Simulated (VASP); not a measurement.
A run of VASP 6.6.1 is set up as follows.

File INCAR:

```
SYSTEM = Ta2N
  PREC = Accurate
  ENCUT = 600
  EDIFF = 1E-7
  ISMEAR = -1
  SIGMA = 0.05
  LREAL = .False.
  LASPH = .True.
  NELM = 80
  ALGO = Normal
  ISIF = 3
  LWAVE = .False.
  LCHARG = .False.
  GGA = CA
  IBRION = 2
  NSW = 60
  EDIFFG = -0.01
```

KPOINTS

```
Automatic mesh
0
Gamma
  10 10 6
  0 0 0
```

File POSCAR:

```
Ta2N
1.0
    3.1128615060      0.0000000000      0.0000000000
   -1.5564307530      2.6958171426      0.0000000000
    0.0000000000      0.0000000000      4.8698410000
Ta N
2 1
Direct
    0.3333333333      0.6666666667      0.2547110000
    0.6666666667      0.3333333333      0.7452890000
    0.0000000000      0.0000000000      0.0000000000
```

Potentials or basis: VASP PAW LDA potentials, release 64 (Ta_pv, N).

Command:

```bash
$ cat potpaw_LDA.64/Ta_pv/POTCAR potpaw_LDA.64/N/POTCAR > POTCAR
$ mpirun -np 1 vasp_std > vasp.out
```

**Question.** What does it give for the relaxed cell?

**Answer.** a = 3.069 Å, b = 3.069 Å, c = 4.790 Å, α = 90.00°, β = 90.00°, γ = 120.00°.

**Question.** What does it give for the relaxed volume?

**Answer.** 13.03 Å³/atom.

Stress tensor (GPa, compression positive):
```
 0.08  0.00  0.00
 0.00  0.08  0.00
 0.00  0.00 -0.11
```
